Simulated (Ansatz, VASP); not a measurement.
InP: VASP beside Ansatz

File INCAR:

```
  PREC = Accurate
  ENCUT = 520
  EDIFF = 1E-7
  ISMEAR = -1
  SIGMA = 0.02
  LREAL = False
  LASPH = True
  NELM = 100
  ALGO = Normal
  ISIF = 2
  LWAVE = False
  LCHARG = False
  GGA = PE
  NBANDS = 16
```

The input KPOINTS:

```
Automatic mesh
0
Gamma
  8 8 8
```

The input POSCAR:

```
InP
1.0
    0.0000000000      2.9094808359      2.9094808359
    2.9094808359      0.0000000000      2.9094808359
    2.9094808359      2.9094808359      0.0000000000
In P
1 1
Direct
    0.0000000000      0.0000000000      0.0000000000
    0.2500000000      0.2500000000      0.2500000000
```

Input for Ansatz:

```yaml
crystal:
  lattice:
    - [0.0, 2.9094808359, 2.9094808359]
    - [2.9094808359, 0.0, 2.9094808359]
    - [2.9094808359, 2.9094808359, 0.0]
  atoms:
    - { symbol: In, position: [0.0, 0.0, 0.0] }
    - { symbol: P, position: [0.25, 0.25, 0.25] }
kpoints:
  mp_grid: { grid: [8, 8, 8] }
  band_path:
    path:
      - [0.0, 0.0, 0.0]
      - [-0.5, -0.5, 0.0]
      - [-0.375, -0.375, 0.25]
      - [-0.375, 0.0, 0.375]
      - [0.0, 0.0, 0.5]
      - [-0.5, -0.25, 0.25]
    npoints: 1
hamiltonian:
  xc: pbe
scf:
  occupations: { method: fermi_dirac, width: 0.02 }
  n_extra_bands: 4
output:
  forces: true
  stress: true
  eigenvalues: true
```

Change from the starting cell: hydrostatic strain -1.5%.

Alike in both runs: task single point; functional PBE; k mesh 8 × 8 × 8; occupations fermi-dirac, width 0.02 eV; no spin polarisation.

|  | VASP | Ansatz |
| --- | --- | --- |
| version | VASP 6.6.1 | Ansatz 0.2.0 |
| potentials or method | VASP PAW PBE potentials, release 64 (In_d, P) | plane waves, PAW |
| plane-wave cutoff (eV) | 520 | 420 |
| valence electrons in the cell | 18 | 18 |

|  | VASP | Ansatz | Ansatz less VASP |
| --- | --- | --- | --- |
| gap on the k mesh at the Fermi level (eV) | 0.83 | 0.83 | +0.003 |
| pressure (GPa) | 5.0 | 5.0 | +0.06 |
